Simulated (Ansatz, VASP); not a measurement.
# PbI2: VASP beside Ansatz

```
Pb I
1.0
     4.55261    0.00000    0.00000
    -2.27631    3.94268    0.00000
     0.00000    0.00000    6.97948
Pb I
1 2
Direct
  0.00000 0.00000 0.00000
  0.33333 0.66667 0.27108
  0.66667 0.33333 0.72892
```

Alike in both runs: functional PBE; dispersion D3(BJ); k mesh 9 × 9 × 4; occupations gaussian, width 0.02 eV; no spin polarisation.

Ansatz relaxed the structure, and its values are those at the end. VASP's run is a single point on that final structure, the one shown.

```csv
,VASP,Ansatz
version,VASP 6.6.1,Ansatz 0.2.0
potentials or method,"VASP PAW PBE potentials, release 64 (Pb_d, I), cutoff 500 eV","scalar-relativistic, plane waves, PAW"
valence electrons in the cell,28,48
```

|  | VASP | Ansatz | Ansatz less VASP |
| --- | --- | --- | --- |
| gap on the k mesh at the Fermi level (eV) | 2.18 | 2.18 | +0.001 |
| least direct gap on the mesh (eV) | 2.18 | 2.18 | +0.001 |
| pressure (GPa) | 0.0 | 0.0 | +0.01 |

VASP's potentials hold 28 valence electrons a cell and Ansatz's 48, so a difference there can come from the potentials and not from the codes.

Neither program's run includes spin-orbit coupling.
